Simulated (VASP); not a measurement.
# GaN (F-43m) in VASP: further runs, part 2 of 2

VASP 6.6.1. The steps go on from the part before.

## (3) Single point, HSE06 (strain -2.0%)

Input file POSCAR:

```
GaN
1.0
    0.0000000000      2.2039734903      2.2039734903
    2.2039734903      0.0000000000      2.2039734903
    2.2039734903      2.2039734903      0.0000000000
Ga N
1 1
Direct
    0.0000000000      0.0000000000      0.0000000000
    0.2500000000      0.2500000000      0.2500000000
```

Input file INCAR.step1:

```
SYSTEM = GaN
PREC = Accurate
ENCUT = 520
EDIFF = 1E-5
ISMEAR = 0
SIGMA = 0.01
LREAL = .False.
LASPH = .True.
NELM = 100
ALGO = Normal
ISIF = 2
LWAVE = .True.
GGA = PE
NBANDS = 16
```

Input file INCAR.step2:

```
SYSTEM = GaN
PREC = Accurate
ENCUT = 520
EDIFF = 1E-7
ISMEAR = 0
SIGMA = 0.01
LREAL = .False.
LASPH = .True.
NELM = 100
ALGO = Normal
ISIF = 2
LWAVE = .False.
LCHARG = .True.
GGA = PE
LHFCALC = .True.
HFSCREEN = 0.2079
PRECFOCK = Normal
LELF = .True.
LVHAR = .True.
ISTART = 1
NBANDS = 16
```

Input file KPOINTS:

```
Automatic mesh
0
Gamma
  6 6 6
  0 0 0
```

Potentials or basis: VASP PAW PBE potentials, release 64 (Ga_d, N).

Run with:

```bash
$ cat potpaw_PBE.64/Ga_d/POTCAR potpaw_PBE.64/N/POTCAR > POTCAR
$ cp INCAR.step1 INCAR
$ mpirun -np 1 vasp_std > vasp.out
$ cp INCAR.step2 INCAR
$ mpirun -np 1 vasp_std > vasp.out
```

OUTCAR:

```text
SYSTEM = GaN
   PREC = Accurate
   ENCUT = 520
   EDIFF = 1E-7
   ISMEAR = 0
   LREAL = .False.
   LASPH = .True.
   NELM = 100
   ISIF = 2
   GGA = PE
   LHFCALC = .True.
   HFSCREEN = 0.2079
   PRECFOCK = Normal
   ISTART = 1

 ion  position               nearest neighbor table
   1  0.000  0.000  0.000-   2 1.91   2 1.91   2 1.91   2 1.91
   2  0.250  0.250  0.250-   1 1.91   1 1.91   1 1.91   1 1.91

  LATTYP: Found a face centered cubic cell.
 ALAT       =     4.4079469806

  Lattice vectors:

 A1 = (   0.0000000000,   2.2039734903,   2.2039734903)
 A2 = (   2.2039734903,   0.0000000000,   2.2039734903)
 A3 = (   2.2039734903,   2.2039734903,   0.0000000000)

Analysis of symmetry for initial positions (statically):
=====================================================================
 Subroutine PRICEL returns:
 Original cell was already a primitive cell.

 Routine SETGRP: Setting up the symmetry group for a
 face centered cubic supercell.

 Subroutine GETGRP returns: Found 24 space group operations
 (whereof 24 operations were pure point group operations)
 out of a pool of 48 trial point group operations.

[... 158 lines left out ...]

  energy without entropy =      -14.68498540  energy(sigma->0) =      -14.68498540

 E-fermi :   5.2932     XC(G=0):  -9.8411

 val. band max:        5.1797346114   @ k =   0.0000   0.0000   0.0000
 cond. band min:       8.6542646881   @ k =   0.0000   0.0000   0.0000
 fundamental gap:      3.4745300767
 Fermi energy:         5.2931956819

 k-point     1 :       0.0000    0.0000    0.0000
  band No.  band energies     occupation
      1     -12.8621      2.00000
      2     -10.4141      2.00000
      3     -10.4141      2.00000
      4     -10.4141      2.00000
      5     -10.0275      2.00000
      6     -10.0275      2.00000
[... 281 lines left out ...]
      3     -10.1796      2.00000
      4     -10.0522      2.00000
      5      -9.9859      2.00000
      6      -7.6281      2.00000
[... 8 lines left out ...]
     15      28.3929      0.00000
     16      31.5157      0.00000

------------------------ aborting loop because EDIFF is reached ----------------------------------------

  FORCE on cell =-STRESS in cart. coord.  units (eV):
  Direction    XX          YY          ZZ          XY          YZ          ZX
  --------------------------------------------------------------------------------------
  -------------------------------------------------------------------------------------
  Total        1.7962571      1.7962571      1.7962571      0.0000000      0.0000000      0.0000000
  in kB      134.4095023    134.4095023    134.4095023      0.0000000      0.0000000      0.0000000
  external PRESSURE =     134.4095023 kB  Pullay stress =       0.0000000 kB

 VOLUME and BASIS-vectors are now :
 -----------------------------------------------------------------------------
  energy-cutoff  :      520.00
  volume of cell :       21.41
      direct lattice vectors                 reciprocal lattice vectors
     0.000000000  2.203973490  2.203973490    -0.226862983  0.226862983  0.226862983
     2.203973490  0.000000000  2.203973490     0.226862983 -0.226862983  0.226862983
     2.203973490  2.203973490  0.000000000     0.226862983  0.226862983 -0.226862983

 POSITION                                       TOTAL-FORCE (eV/Angst)
 -----------------------------------------------------------------------------------
      0.00000      0.00000      0.00000         0.000000      0.000000      0.000000
      1.10199      1.10199      1.10199        -0.000000     -0.000000     -0.000000
 -----------------------------------------------------------------------------------
    total drift:                               -0.000007     -0.000009     -0.000005

  FREE ENERGIE OF THE ION-ELECTRON SYSTEM (eV)
  ---------------------------------------------------
  free  energy   TOTEN  =       -14.6849853997 eV

  energy  without entropy=      -14.6849853997  energy(sigma->0) =      -14.68498540
```

OUTCAR.step1:

```text
SYSTEM = GaN
   PREC = Accurate
   ENCUT = 520
   EDIFF = 1E-5
   ISMEAR = 0
   LREAL = .False.
   LASPH = .True.
[... 514 lines left out ...]
      0.00000      0.00000      0.00000         0.000000     -0.000000      0.000000
      1.10199      1.10199      1.10199        -0.000000      0.000000     -0.000000
 -----------------------------------------------------------------------------------
    total drift:                                0.000002      0.000002      0.000001

  FREE ENERGIE OF THE ION-ELECTRON SYSTEM (eV)
  ---------------------------------------------------
  free  energy   TOTEN  =       -12.0271761833 eV

  energy  without entropy=      -12.0271761833  energy(sigma->0) =      -12.02717618
```

OSZICAR.step1:

```text
N       E                     dE             d eps       ncg     rms          rms(c)
DAV:   1     0.793883770181E+02    0.79388E+02   -0.94883E+03   576   0.204E+03
DAV:   2    -0.860274281830E+01   -0.87991E+02   -0.82070E+02   576   0.324E+02
DAV:   3    -0.140892388592E+02   -0.54865E+01   -0.54629E+01   600   0.702E+01
DAV:   4    -0.141459475348E+02   -0.56709E-01   -0.56704E-01   624   0.752E+00
DAV:   5    -0.141467857579E+02   -0.83822E-03   -0.83822E-03   632   0.826E-01    0.797E+00
DAV:   6    -0.120219789498E+02    0.21248E+01   -0.48299E+00   768   0.419E+01    0.268E+00
DAV:   7    -0.120344004232E+02   -0.12421E-01   -0.35508E-01   568   0.637E+00    0.180E+00
DAV:   8    -0.120305342502E+02    0.38662E-02   -0.46556E-02   600   0.340E+00    0.677E-01
DAV:   9    -0.120270043787E+02    0.35299E-02   -0.13933E-02   768   0.296E+00    0.165E-01
DAV:  10    -0.120272514573E+02   -0.24708E-03   -0.14743E-03   632   0.583E-01    0.647E-02
DAV:  11    -0.120271714768E+02    0.79980E-04   -0.26221E-04   768   0.235E-01    0.148E-02
DAV:  12    -0.120271761833E+02   -0.47064E-05   -0.25667E-05   560   0.505E-02
   1 F= -.12027176E+02 E0= -.12027176E+02  d E =-.845322E-43
```

Wall time 26 min (1 thread of Intel Xeon Platinum 8259CL at 2.50GHz (Skylake/Cascade Lake), shared host); peak memory 0.26 GiB.

Results:

```
Free energy            : -14.6850 eV
Pressure               : 13.4 GPa
Band gap on the k mesh : 3.47 eV
```

Caveat: the cell differs from its parent crystal (strain -2.0%); the cell stands under pressure; the structure was generated, so it needn't be the stable form of GaN; the PAW data sets were made with another functional, which shifts forces and pressure a little.

## (4) Single point, HSE06 (strain +4.0%)

Input file POSCAR:

```
GaN
1.0
    0.0000000000      2.3389106427      2.3389106427
    2.3389106427      0.0000000000      2.3389106427
    2.3389106427      2.3389106427      0.0000000000
Ga N
1 1
Direct
    0.0000000000      0.0000000000      0.0000000000
    0.2500000000      0.2500000000      0.2500000000
```

Input file INCAR.step1:

```
  PREC = Accurate
  ENCUT = 520
  EDIFF = 1E-5
  ISMEAR = 0
  SIGMA = 0.01
  LREAL = False
  LASPH = True
  NELM = 100
  ALGO = Normal
  ISIF = 2
  LWAVE = True
  GGA = PE
  NBANDS = 16
```

Input file INCAR.step2:

```
  PREC = Accurate
  ENCUT = 520
  EDIFF = 1E-7
  ISMEAR = 0
  SIGMA = 0.01
  LREAL = False
  LASPH = True
  NELM = 100
  ALGO = Normal
  ISIF = 2
  LWAVE = False
  LCHARG = True
  GGA = PE
  LHFCALC = True
  HFSCREEN = 0.2079
  PRECFOCK = Normal
  LELF = True
  LVHAR = True
  ISTART = 1
  NBANDS = 16
```

Input file KPOINTS:

```
regular mesh
0
Gamma
  6 6 6
```

Run with:

```bash
$ cat potpaw_PBE.64/Ga_d/POTCAR potpaw_PBE.64/N/POTCAR > POTCAR
$ cp INCAR.step1 INCAR
$ mpirun -np 1 vasp_std > vasp.out
$ cp INCAR.step2 INCAR
$ mpirun -np 1 vasp_std > vasp.out
```

Run time: 55 min. Hardware: 1 thread of AMD EPYC 7R43 (Zen 3), shared host; peak memory 0.24 GiB.

It converged, with:

```
Free energy            : -14.5608 eV
Pressure               : -18.1 GPa
Band gap on the k mesh : 2.14 eV
```

Levels at points of the mesh, in eV from the valence-band top:
| k point | band 7 | band 8 | band 9 | band 10 | band 11 | band 12 |
| --- | --- | --- | --- | --- | --- | --- |
| (0.00, 0.00, 0.00) | 0.00 | 0.00 | 0.00 | 2.14 | 11.14 | 11.14 |
| (0.50, 0.00, 0.00) | -6.84 | -0.91 | -0.91 | 5.23 | 9.77 | 11.25 |
| (0.50, 0.50, 0.00) | -6.11 | -2.54 | -2.54 | 4.36 | 7.42 | 12.67 |

Caveat: the cell differs from its parent crystal (strain +4.0%); the cell stands under tension; the structure was generated, so it needn't be the stable form of GaN; the PAW data sets were made with another functional, which shifts forces and pressure a little.

## (5) Overview

| cell | gap on the mesh (eV) | pressure (GPa) |
| --- | --- | --- |
| a = 3.085 Å, angles 60.0°, 2 atoms | 3.70 | 21.7 |
| a = 3.117 Å, angles 60.0°, 2 atoms | 3.47 | 13.4 |
| a = 3.308 Å, angles 60.0°, 2 atoms | 2.14 | -18.1 |

Alike in all rows: task single point; level HSE06; potentials or basis VASP PAW PBE potentials, release 64 (Ga_d, N); no spin polarisation; k mesh 6 × 6 × 6; cutoff (eV) 520; smearing gaussian 0.01 eV.

Caveats: the structure was generated, so it needn't be the stable form of GaN; the PAW data sets were made with another functional, which shifts forces and pressure a little; the cell stands under pressure (at least some runs); the cell stands under tension (at least some runs).

Absolute energies hang on the potentials; compare differences alone.
